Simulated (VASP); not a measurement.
Wanted: the native input for a VASP 6.6.1 run.

```
Task                   : single point
Functional             : PBE
Potentials or basis    : VASP PAW PBE potentials, release 64 (Zn, S)
Cutoff                 : 520 eV
k mesh                 : 6 × 6 × 6, shifted
Occupations            : fermi-dirac, width 0.02 eV
Spin                   : no spin polarisation
Dipole correction      : no
Further INCAR settings : ALGO = Normal; EDIFF = 1e-06; NBANDS = 16; ISYM = 0
```

The structure of ZnS lies in POSCAR:

```
ZnS
1.0
    0.0000000000      2.5310225584      2.5310225584
    2.5310225584      0.0000000000      2.5310225584
    2.5310225584      2.5310225584      0.0000000000
Zn S
1 1
Direct
    0.0000000000      0.0000000000      0.0000000000
    0.5000000000      0.5000000000      0.5000000000
```

These files were run (other wordings do the same):

INCAR

```
SYSTEM = ZnS
PREC     = Accurate       ! precision mode
ENCUT    = 520            ! plane-wave cutoff, eV
EDIFF    = 1E-6           ! SCF threshold, eV
ISMEAR   = -1             ! smearing method
SIGMA    = 0.02           ! smearing width, eV
LREAL    = .False.        ! projectors in reciprocal space
LASPH    = .True.         ! aspherical terms in the spheres
NELM     = 80             ! most SCF steps
ALGO     = Normal         ! electronic algorithm
ISIF     = 2              ! what is computed and relaxed
LWAVE    = .False.        ! write WAVECAR
LCHARG   = .False.        ! write CHGCAR
GGA      = PE             ! functional
ISYM     = 0            
NBANDS   = 16             ! bands
```

KPOINTS

```
Automatic mesh
0
Gamma
  6 6 6
  0.5 0.5 0.5
```

Potentials or basis: VASP PAW PBE potentials, release 64 (Zn, S).

Run with:

```bash
$ cat potpaw_PBE.64/Zn/POTCAR potpaw_PBE.64/S/POTCAR > POTCAR
$ mpirun -np 1 vasp_std > vasp.out
```

It gave:

| Property | Result |
| --- | --- |
| Pressure | 2.4 GPa |
| Band gap on the k mesh | 0.25 eV, indirect (least direct gap 2.67 eV) |

Run time: 2.4 min on 1 thread of Intel(R) Xeon(R) Platinum 8375C CPU @ 2.90GHz (Ice Lake) (shared host), peak memory 0.33 GiB.
